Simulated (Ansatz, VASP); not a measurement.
## One calculation of Pt, two programs

The input INCAR:

```
PREC = Accurate ; ENCUT = 520
EDIFF = 1E-6 ; ISMEAR = -1
SIGMA = 0.05 ; LREAL = F
LASPH = T ; NELM = 100
ALGO = Normal ; ISIF = 2
LWAVE = F ; LCHARG = T
GGA = PS ; LELF = T
LVHAR = T ; NBANDS = 17
```

Contents of KPOINTS:

```
Automatic mesh
0
Gamma
  17 17 10
```

POSCAR

```
Pt
1.0
    2.4189432390      0.0000000000      0.0000000000
   -1.2094716195      2.0948662952      0.0000000000
    0.0000000000      0.0000000000      4.0623146439
Pt
2
Direct
    0.3333333333      0.6666666667      0.2500000000
    0.6666666667      0.3333333333      0.7500000000
```

Input for Ansatz:

```yaml
crystal:
  lattice:
    - [2.418943239, 0.0, 0.0]
    - [-1.2094716195, 2.0948662952, 0.0]
    - [0.0, 0.0, 4.0623146439]
  atoms:
    - { symbol: Pt, position: [0.3333333333, 0.6666666667, 0.25] }
    - { symbol: Pt, position: [0.6666666667, 0.3333333333, 0.75] }
kpoints:
  mp_grid: { grid: [17, 17, 10] }
scf:
  occupations: { method: fermi_dirac, width: 0.05 }
hamiltonian:
  xc: pbesol
  pseudopotentials: { kind: paw }
output:
  forces: true
  stress: true
  eigenvalues: true
  populations: true
```

Change from the starting cell: volume scaled by 0.68, PAW files.

Alike in both runs: task single point; functional PBEsol; k mesh 17 × 17 × 10; occupations fermi-dirac, width 0.05 eV; no spin polarisation.

```csv
,VASP,Ansatz
version,VASP 6.6.1,Ansatz 0.2.0
potentials or method,"VASP PAW PBE potentials, release 64 (Pt)","PAW with Ansatz's default frozen-core files, scalar-relativistic"
plane-wave cutoff (eV),520,420
valence electrons in the cell,20,36
```

|  | VASP | Ansatz | Ansatz less VASP |
| --- | --- | --- | --- |
| pressure (GPa) | 297.7 | 294.1 | -3.63 |

VASP's potentials were made for PBE, not for PBEsol. Both programs put the cell under a high pressure, so it lies far from rest at this level. With one functional, cell and mesh, what is left measures potentials, basis and numerics. VASP's potentials hold 20 valence electrons a cell and Ansatz's 36, so a difference there can come from the potentials and not from the codes.

Neither program's run includes spin-orbit coupling. Noted on VASP's run: the cell as given lies far from equilibrium.
